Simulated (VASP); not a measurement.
# TiB2 (Fm-3m) in VASP: a series of runs, part 2 of 2

VASP 6.6.1. Earlier steps stand in the parts before.

**4. Single point, PBE**

This run uses another cell than the first one, of 11.02 Å³/atom.

The input, INCAR:

```
ALGO     = Normal         # electronic algorithm
EDIFF    = 1E-6           # SCF threshold, eV
ENCUT    = 500            # plane-wave cutoff, eV
GGA      = PE             # functional
GGA_COMPAT= F            
ISIF     = 2              # what is computed and relaxed
ISMEAR   = 1              # smearing method
LASPH    = T              # aspherical terms in the spheres
LCHARG   = T              # write CHGCAR
LELF     = T              # ELF
LREAL    = F              # projectors in reciprocal space
LVHAR    = T            
LWAVE    = F              # write WAVECAR
NBANDS   = 16             # bands
NELM     = 120            # most SCF steps
PREC     = Accurate       # precision mode
SIGMA    = 0.05           # smearing width, eV
```

The input, KPOINTS:

```
k-points
0
Gamma
  8 8 8
```

The input, POSCAR:

```
TiB2
1.0
    0.0000000000      2.5476784241      2.5476784241
    2.5476784241      0.0000000000      2.5476784241
    2.5476784241      2.5476784241      0.0000000000
Ti B
1 2
Direct
    0.0000000000      0.0000000000      0.0000000000
    0.2500000000      0.2500000000      0.2500000000
    0.7500000000      0.7500000000      0.7500000000
```

Potentials or basis: VASP PAW PBE potentials, release 64 (Ti_sv, B).

The run is started by

```console
$ cat potpaw_PBE.64/Ti_sv/POTCAR potpaw_PBE.64/B/POTCAR > POTCAR
$ mpirun -np 1 vasp_std > vasp.out
```

OUTCAR:

```text
EDIFF = 1E-6
   ENCUT = 500
   GGA = PE
   ISIF = 2
   ISMEAR = 1
   LASPH = T
   LREAL = F
   NELM = 120
   PREC = Accurate

 ion  position               nearest neighbor table
   1  0.000  0.000  0.000-   3 2.21   3 2.21   3 2.21   2 2.21   3 2.21   2 2.21   2 2.21   2 2.21

   2  0.250  0.250  0.250-   1 2.21   1 2.21   1 2.21   1 2.21
   3  0.750  0.750  0.750-   1 2.21   1 2.21   1 2.21   1 2.21

  LATTYP: Found a face centered cubic cell.
[... 651 lines left out ...]

  FORCE on cell =-STRESS in cart. coord.  units (eV):
  Direction    XX          YY          ZZ          XY          YZ          ZX
  --------------------------------------------------------------------------------------
  -------------------------------------------------------------------------------------
  Total       -0.0155712     -0.0155712     -0.0155712     -0.0000000      0.0000000     -0.0000000
  in kB       -0.7543413     -0.7543413     -0.7543413     -0.0000000      0.0000000     -0.0000000
  external PRESSURE =      -0.7543413 kB  Pullay stress =       0.0000000 kB

 VOLUME and BASIS-vectors are now :
 -----------------------------------------------------------------------------
  energy-cutoff  :      500.00
  volume of cell :       33.07
      direct lattice vectors                 reciprocal lattice vectors
     0.000000000  2.547678424  2.547678424    -0.196257108  0.196257108  0.196257108
     2.547678424  0.000000000  2.547678424     0.196257108 -0.196257108  0.196257108
     2.547678424  2.547678424  0.000000000     0.196257108  0.196257108 -0.196257108

 POSITION                                       TOTAL-FORCE (eV/Angst)
 -----------------------------------------------------------------------------------
      0.00000      0.00000      0.00000         0.000000      0.000000      0.000000
      1.27384      1.27384      1.27384        -0.000000     -0.000000     -0.000000
      3.82152      3.82152      3.82152         0.000000      0.000000      0.000000
 -----------------------------------------------------------------------------------
    total drift:                               -0.000000     -0.000000      0.000000

  FREE ENERGIE OF THE ION-ELECTRON SYSTEM (eV)
  ---------------------------------------------------
  free  energy   TOTEN  =       -19.2740163258 eV

  energy  without entropy=      -19.2738100550  energy(sigma->0) =      -19.27394757
```

OSZICAR:

```text
N       E                     dE             d eps       ncg     rms          rms(c)
DAV:   1     0.123192236604E+03    0.12319E+03   -0.88597E+03   928   0.119E+03
DAV:   2    -0.141899747194E+02   -0.13738E+03   -0.13285E+03  1024   0.325E+02
DAV:   3    -0.218154145539E+02   -0.76254E+01   -0.75509E+01  1384   0.722E+01
DAV:   4    -0.220544676554E+02   -0.23905E+00   -0.23895E+00  1104   0.112E+01
DAV:   5    -0.220596694395E+02   -0.52018E-02   -0.52021E-02  1352   0.146E+00    0.157E+01
DAV:   6    -0.192936754898E+02    0.27660E+01   -0.15855E+01  1248   0.405E+01    0.424E+00
DAV:   7    -0.192496460933E+02    0.44029E-01   -0.14339E+00  1152   0.127E+01    0.355E+00
DAV:   8    -0.193081987155E+02   -0.58553E-01   -0.37197E-01  1320   0.510E+00    0.158E+00
DAV:   9    -0.192738186187E+02    0.34380E-01   -0.16685E-01  1200   0.394E+00    0.844E-02
DAV:  10    -0.192740560820E+02   -0.23746E-03   -0.29456E-03   952   0.528E-01    0.739E-02
DAV:  11    -0.192741220593E+02   -0.65977E-04   -0.67957E-04  1168   0.307E-01    0.929E-02
DAV:  12    -0.192740149479E+02    0.10711E-03   -0.51478E-04  1200   0.231E-01    0.920E-03
DAV:  13    -0.192740168356E+02   -0.18877E-05   -0.14376E-05  1120   0.305E-02    0.640E-03
DAV:  14    -0.192740163258E+02    0.50980E-06   -0.32357E-06  1016   0.193E-02
   1 F= -.19274016E+02 E0= -.19273948E+02  d E =-.206271E-03
```

It took 19 s on 1 thread of Intel Xeon Platinum 8488C (Sapphire Rapids), shared host; peak memory 0.16 GiB.

What came out:

* Free energy: -19.2740 eV
* Pressure: -0.1 GPa
* Band gap on the k mesh: zero (bands 9 and 10 overlap by 1.36 eV)

Levels at points of the mesh, in eV from the Fermi level:
| k point | band 7 | band 8 | band 9 | band 10 | band 11 | band 12 |
| --- | --- | --- | --- | --- | --- | --- |
| (0.00, 0.00, 0.00) | -3.37 | -3.37 | 0.93 | 1.24 | 1.24 | 5.07 |
| (0.50, 0.00, 0.00) | -2.44 | -2.44 | 0.77 | 1.56 | 1.56 | 1.72 |
| (0.50, 0.50, 0.00) | -5.46 | -1.70 | -1.70 | 0.67 | 0.67 | 2.11 |

**5. Single point, PBE**

This run uses another cell than the first one, of 10.68 Å³/atom.

The input, INCAR:

```
SYSTEM = TiB2
ALGO = Normal
EDIFF = 1E-6
ENCUT = 500
GGA = PE
GGA_COMPAT = .False.
ISIF = 2
ISMEAR = 1
LASPH = .True.
LCHARG = .False.
LREAL = .False.
LWAVE = .False.
NBANDS = 16
NELM = 120
PREC = Accurate
SIGMA = 0.05
```

The input, KPOINTS:

```
k-points
0
Gamma
  8 8 8
  0 0 0
```

The input, POSCAR:

```
TiB2
1.0
    0.0000000000      2.5207903494      2.5207903494
    2.5207903494      0.0000000000      2.5207903494
    2.5207903494      2.5207903494      0.0000000000
Ti B
1 2
Direct
    0.0000000000      0.0000000000      0.0000000000
    0.2500000000      0.2500000000      0.2500000000
    0.7500000000      0.7500000000      0.7500000000
```

The run is started by

```console
$ cat potpaw_PBE.64/Ti_sv/POTCAR potpaw_PBE.64/B/POTCAR > POTCAR
$ mpirun -np 1 vasp_std > vasp.out
```

Wall time 13 s (1 thread of Intel Xeon Platinum 8488C (Sapphire Rapids), shared host); peak memory 0.16 GiB.

Results (log left out):

* Free energy: -19.2582 eV
* Pressure: 4.9 GPa
* Band gap on the k mesh: zero (bands 9 and 10 overlap by 1.53 eV)

Levels at points of the mesh, in eV from the Fermi level:
| k point | band 5 | band 6 | band 7 | band 8 | band 9 | band 10 | band 11 | band 12 | band 13 | band 14 |
| --- | --- | --- | --- | --- | --- | --- | --- | --- | --- | --- |
| (0.00, 0.00, 0.00) | -10.94 | -3.51 | -3.51 | -3.51 | 1.13 | 1.26 | 1.26 | 5.18 | 5.18 | 5.18 |
| (0.50, 0.00, 0.00) | -7.97 | -6.85 | -2.55 | -2.55 | 0.81 | 1.60 | 1.60 | 1.76 | 1.76 | 3.27 |
| (0.50, 0.50, 0.00) | -6.41 | -5.64 | -5.56 | -1.75 | -1.75 | 0.68 | 0.68 | 2.17 | 2.36 | 6.94 |

Caveat: the cell stands under pressure.

**6. Summary**

| cell | gap on the mesh (eV) | pressure (GPa) |
| --- | --- | --- |
| a = 3.474 Å, angles 60.0°, 3 atoms | none | 19.7 |
| a = 3.531 Å, angles 60.0°, 3 atoms | none | 9.8 |
| a = 3.603 Å, angles 60.0°, 3 atoms | none | -0.1 |
| a = 3.565 Å, angles 60.0°, 3 atoms | none | 4.9 |

Alike in all rows: task single point; level PBE; potentials or basis VASP PAW PBE potentials, release 64 (Ti_sv, B); no spin polarisation; k mesh 8 × 8 × 8; cutoff (eV) 500; smearing methfessel-paxton 0.05 eV.

Caveats: the cell stands under pressure (at least some runs).

Total energies depend on the potentials used, so only differences within one code and one set of settings carry meaning.
